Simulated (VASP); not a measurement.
Here is a VASP 6.6.1 calculation.

File POSCAR:

```
KScS2
1.0
    4.0352596431      0.0000000000      0.0000000000
    0.0000000000      4.0352596431      0.0000000000
    0.0000000000      0.0000000000      5.4654928312
K S Sc
1 2 1
Direct
    0.0000000000      0.0000000000      0.0000000000
    0.0000000000      0.0000000000      0.5000000000
    0.5000000000      0.5000000000      0.0000000000
    0.5000000000      0.5000000000      0.5000000000
```

Contents of INCAR.step1:

```
SYSTEM = KScS2
PREC     = Accurate       ! precision mode
ENCUT    = 520            ! plane-wave cutoff, eV
ISMEAR   = -1             ! smearing method
SIGMA    = 0.02           ! smearing width, eV
LREAL    = .False.        ! projectors in reciprocal space
LASPH    = .True.         ! aspherical terms in the spheres
NELM     = 100            ! most SCF steps
NBANDS   = 24             ! bands
GGA      = PE             ! functional
ALGO     = Normal         ! electronic algorithm
EDIFF    = 1E-4           ! SCF threshold, eV
LWAVE    = .True.         ! write WAVECAR
LCHARG   = .False.        ! write CHGCAR
```

File INCAR.step2:

```
SYSTEM = KScS2
PREC     = Accurate       ! precision mode
ENCUT    = 520            ! plane-wave cutoff, eV
EDIFF    = 1E-6           ! SCF threshold, eV
ISMEAR   = -1             ! smearing method
SIGMA    = 0.02           ! smearing width, eV
LREAL    = .False.        ! projectors in reciprocal space
LASPH    = .True.         ! aspherical terms in the spheres
NELM     = 100            ! most SCF steps
ALGO     = Normal         ! electronic algorithm
ISIF     = 2              ! what is computed and relaxed
LWAVE    = .False.        ! write WAVECAR
LCHARG   = .False.        ! write CHGCAR
METAGGA  = R2SCAN         ! meta-GGA
LMIXTAU  = .True.       
NBANDS   = 24             ! bands
ISTART   = 1
```

Contents of KPOINTS:

```
regular mesh
0
Gamma
  6 6 6
  0 0 0
```

Potentials or basis: VASP PAW PBE potentials, release 64 (K_sv, S, Sc_sv).

Run with:

```bash
$ cat potpaw_PBE.64/K_sv/POTCAR potpaw_PBE.64/S/POTCAR potpaw_PBE.64/Sc_sv/POTCAR > POTCAR
$ cp INCAR.step1 INCAR
$ mpirun -np 1 vasp_std > vasp.out
$ cp INCAR.step2 INCAR
$ mpirun -np 1 vasp_std > vasp.out
```

Problem. What does it give for the band gap on the k mesh?

Solution. 0.27 eV.

Problem. Estimate the pressure.

Solution. 0.2 GPa.

Stress tensor (GPa, compression positive):
```
0.17 0.00 0.00
0.00 0.17 0.00
0.00 0.00 0.32
```

Caveat: semilocal functionals underestimate gaps, and a narrow one can read as zero; the PAW data sets were made with another functional, which shifts forces and pressure a little. A k mesh can miss the band edges.
